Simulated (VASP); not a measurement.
# InSe (R3m) in VASP: further runs, part 2 of 2

VASP 6.6.1.

## Step 3: Single point, PBE+D3(BJ)

This run uses another cell than the first one, of 29.24 Å³/atom, 0.998 times its volume.

Input file INCAR:

```
SYSTEM = InSe
PREC = Accurate
ENCUT = 520
EDIFF = 1E-6
ISMEAR = 0
SIGMA = 0.1
LREAL = .FALSE.
LASPH = .TRUE.
NELM = 100
ALGO = Normal
ISIF = 2
LWAVE = .FALSE.
LCHARG = .FALSE.
GGA = PE
IVDW = 12
NBANDS = 27
```

Input file KPOINTS:

```
Automatic mesh
0
G
  6 6 6
  0 0 0
```

Input file POSCAR:

```
InSe
1.0
    2.0000000000      1.1547005384      8.4400000000
   -2.0000000000      1.1547005384      8.4400000000
    0.0000000000     -2.3094010768      8.4400000000
In Se
2 2
Direct
    0.0000000000      0.0000000000      0.0000000000
    0.1114000000      0.1114000000      0.1114000000
    0.6165000000      0.6165000000      0.6165000000
    0.8281000000      0.8281000000      0.8281000000
```

Potentials or basis: VASP PAW PBE potentials, release 64 (In_d, Se).

On the command line:

```sh
$ cat potpaw_PBE.64/In_d/POTCAR potpaw_PBE.64/Se/POTCAR > POTCAR
$ mpirun -np 1 vasp_std > vasp.out
```

OUTCAR:

```text
SYSTEM = InSe
   PREC = Accurate
   ENCUT = 520
   EDIFF = 1E-6
   ISMEAR = 0
   LREAL = .FALSE.
   LASPH = .TRUE.
   NELM = 100
   ISIF = 2
   GGA = PE
   IVDW = 12
 IVDW          = 12

 ion  position               nearest neighbor table
   1  0.000  0.000  0.000-   3 2.64   3 2.64   3 2.64   2 2.82
   2  0.111  0.111  0.111-   4 2.63   4 2.63   4 2.63   1 2.82
   3  0.617  0.617  0.617-   1 2.64   1 2.64   1 2.64
   4  0.828  0.828  0.828-   2 2.63   2 2.63   2 2.63

  LATTYP: Found a trigonal (rhomboedric) cell.
 ALAT       =     8.7502533297
 COS(alpha) =     0.8955162542

  Lattice vectors:

 A1 = (   2.0000000000,   1.1547005384,   8.4400000000)
 A2 = (  -2.0000000000,   1.1547005384,   8.4400000000)
 A3 = (   0.0000000000,  -2.3094010768,   8.4400000000)

Analysis of symmetry for initial positions (statically):
=====================================================================
 Subroutine PRICEL returns:
 Original cell was already a primitive cell.

 Routine SETGRP: Setting up the symmetry group for a
 trigonal (rhombohedral) supercell.

 Subroutine GETGRP returns: Found  6 space group operations
 (whereof  6 operations were pure point group operations)
 out of a pool of 12 trial point group operations.

The static configuration has the point symmetry C_3v.

Analysis of symmetry for dynamics (positions and initial velocities):
=====================================================================
 Subroutine PRICEL returns:
 Original cell was already a primitive cell.

 Routine SETGRP: Setting up the symmetry group for a
 trigonal (rhombohedral) supercell.

 Subroutine GETGRP returns: Found  6 space group operations
 (whereof  6 operations were pure point group operations)
 out of a pool of 12 trial point group operations.

The dynamic configuration has the point symmetry C_3v.

 Subroutine INISYM returns: Found  6 space group operations
 (whereof  6 operations are pure point group operations),
 and found     1 'primitive' translations

[... 119 lines left out ...]
  volume/ion in A,a.u.               =      29.24       197.30
  Fermi-wavevector in a.u.,A,eV,Ry     =   1.125481  2.126852 17.234615  1.266709
  Thomas-Fermi vector in A             =   2.262159
   LORBIT       =      0    0 simple, 1 ext, 2 COOP (PROOUT), +10 PAW based schemes
   GGA     = PE    functional components
   LHFCALC =     F    Hartree Fock is set to
   AEXX    =    0.0000 exact exchange contribution
   IVDW    =    12    specifies the selected vdW correction
   LEPSILON=     F    determine dielectric tensor
   LRPA    =     F    only Hartree local field effects (RPA)
 non-spin polarized calculation
 Gauss-broadening in eV      SIGMA  =   0.10
  energy-cutoff  :      520.00
  volume of cell :      116.95
 maximum number of plane-waves:      3181
 NGX is ok and might be reduce to    70
   NGX = 33   NGY = 33   NGZ = 33

 number of electron      37.9999998 magnetization

 Free energy of the ion-electron system (eV)
  ---------------------------------------------------
  ext. energy  EPLUGINS =         0.00000000
  ---------------------------------------------------
  free energy    TOTEN  =       -14.13178537 eV

  energy without entropy =      -14.13178010  energy(sigma->0) =      -14.13178274

 E-fermi :   4.3204     XC(G=0):  -8.9036

 val. band max:        4.1060037079   @ k =   0.5000   0.5000   0.5000
 cond. band min:       4.5347855737   @ k =   0.5000   0.5000   0.5000
 fundamental gap:      0.4287818658
 Fermi energy:         4.3203946291

 k-point     1 :       0.0000    0.0000    0.0000
  band No.  band energies     occupation
      1     -10.6764      2.00000
      2     -10.5080      2.00000
      3     -10.5080      2.00000
      4     -10.4359      2.00000
      5     -10.4359      2.00000
      6     -10.4126      2.00000
[... 709 lines left out ...]
     26      11.2635      0.00000
     27      11.6665      0.00000

 [... further k-points ...]

------------------------ aborting loop because EDIFF is reached ----------------------------------------

 Edisp (eV)   -1.19825

 E8    (eV) :    -0.5492

  FORCE on cell =-STRESS in cart. coord.  units (eV):
  Direction    XX          YY          ZZ          XY          YZ          ZX
  --------------------------------------------------------------------------------------
  -------------------------------------------------------------------------------------
  Total       1.09082     1.09082     0.08132     0.00000    -0.00000     0.00000
  in kB      14.94417    14.94417     1.11405     0.00000    -0.00000     0.00000
  external pressure =       10.33 kB  Pullay stress =        0.00 kB

 VOLUME and BASIS-vectors are now :
 -----------------------------------------------------------------------------
  energy-cutoff  :      520.00
  volume of cell :      116.95
      direct lattice vectors                 reciprocal lattice vectors
     2.000000000  1.154700538  8.440000000     0.250000000  0.144337567  0.039494471
    -2.000000000  1.154700538  8.440000000    -0.250000000  0.144337567  0.039494471
     0.000000000 -2.309401077  8.440000000     0.000000000 -0.288675135  0.039494471

 POSITION                                       TOTAL-FORCE (eV/Angst)
 -----------------------------------------------------------------------------------
      0.00000      0.00000      0.00000         0.000000      0.000000      0.372240
      0.00000      0.00000      2.82065         0.000000      0.000000     -0.384899
      0.00000      0.00000     15.60978         0.000000     -0.000000     -0.276098
      0.00000      0.00000     20.96749         0.000000     -0.000000      0.288757
 -----------------------------------------------------------------------------------
    total drift:                                0.000000     -0.000000     -0.000341

  FREE ENERGIE OF THE ION-ELECTRON SYSTEM (eV)
  ---------------------------------------------------
  free  energy   TOTEN  =       -15.3300359145 eV

  energy  without entropy=      -15.3300306442  energy(sigma->0) =      -15.33003328
```

stdout:

```text
POSCAR found type information on POSCAR InSe
 POSCAR found :  2 types and       4 ions
 scaLAPACK will be used
 LDA part: xc-table for (Slater+PW92), standard interpolation
 POSCAR, INCAR and KPOINTS ok, starting setup
 FFT: planning ... GRIDC
 FFT: planning ... GRID_SOFT
 FFT: planning ... GRID
 WAVECAR not read
 entering main loop
```

It took 12 min on 1 thread of Intel Xeon Platinum 8375C at 2.90GHz (Ice Lake), shared host; peak memory 0.66 GiB.

What came out:

| Property | Result |
| --- | --- |
| Free energy | -15.3300 eV |
| Pressure | 1.0 GPa |
| Largest force | 0.385 eV/Å |
| Band gap on the k mesh | 0.43 eV, direct |
| Dispersion energy per atom | -0.300 eV |

Forces on the atoms (eV/Å):
```
In   0.000  0.000  0.372
In   0.000  0.000 -0.385
Se   0.000  0.000 -0.276
Se   0.000  0.000  0.289
```

Caveat: spin-orbit coupling is left out, which moves the levels of the heavy elements.

## Step 4: Against experiment

Step 2. A measured gap of InSe is 1.25 eV (300 K; “The Interaction of Hydrogen with the van der Waals Crystal γ-InSe”, 2020, pmc:7321205); the calculated 0.28 eV misses it by -0.97 eV. Spin-orbit coupling on In, Se is left out. The value is that of PBE+D3(BJ) on a finite k mesh, which can miss the band edges, without temperature or zero-point motion. Semilocal functionals fall short of measured gaps as a rule.

Step 3. Measured gap of InSe: 1.25 eV (300 K; “The Interaction of Hydrogen with the van der Waals Crystal γ-InSe”, 2020, pmc:7321205). This calculation gives 0.43 eV (-0.82 eV). Spin-orbit coupling on In, Se is left out. The value is that of PBE+D3(BJ) on a finite k mesh, which can miss the band edges, without temperature or zero-point motion. Semilocal functionals fall short of measured gaps as a rule.
